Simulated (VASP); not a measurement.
Set up this calculation in VASP 6.6.1, as the native input.

```
Task                   : single point
Functional             : PBEsol
Potentials or basis    : VASP PAW PBE potentials, release 64 (Se)
Cutoff                 : 520 eV
k mesh                 : 5 × 5 × 5
Occupations            : fermi-dirac, width 0.1 eV
Spin                   : no spin polarisation
Dipole correction      : no
Further INCAR settings : ALGO = Normal; EDIFF = 1e-07; NBANDS = 13
```

The structure of Se lies in POSCAR:

```
Se
1.0
    0.0000000000      3.1255670000      3.1255670000
    3.1255670000      0.0000000000      3.1255670000
    3.1255670000      3.1255670000      0.0000000000
Se
2
Direct
    0.5000000000      0.5000000000      0.5000000000
    0.7500000000      0.7500000000      0.7500000000
```

These files were run (other wordings do the same):

INCAR

```
SYSTEM = Se
  PREC = Accurate
  ENCUT = 520
  EDIFF = 1E-7
  ISMEAR = -1
  SIGMA = 0.1
  LREAL = .False.
  LASPH = .True.
  NELM = 80
  ALGO = Normal
  ISIF = 2
  LWAVE = .False.
  LCHARG = .False.
  GGA = PS
  NBANDS = 13
```

KPOINTS

```
regular mesh
0
Gamma
  5 5 5
  0 0 0
```

Potentials or basis: VASP PAW PBE potentials, release 64 (Se).

Run with:

```sh
$ cat potpaw_PBE.64/Se/POTCAR > POTCAR
$ mpirun -np 1 vasp_std > vasp.out
```

Results of the run:

```json
{
 "Pressure": "-0.6 GPa",
 "Band gap on the k mesh": "zero (band 6 reaches 2.44 eV, above the bottom of band 7 at 1.42 eV)"
}
```

Caveat: the PAW data sets were made with another functional, which shifts forces and pressure a little.

It took 4.6 s on 1 thread of Intel(R) Xeon(R) 6975P-C (Granite Rapids), on a shared host, peak memory 0.19 GiB.
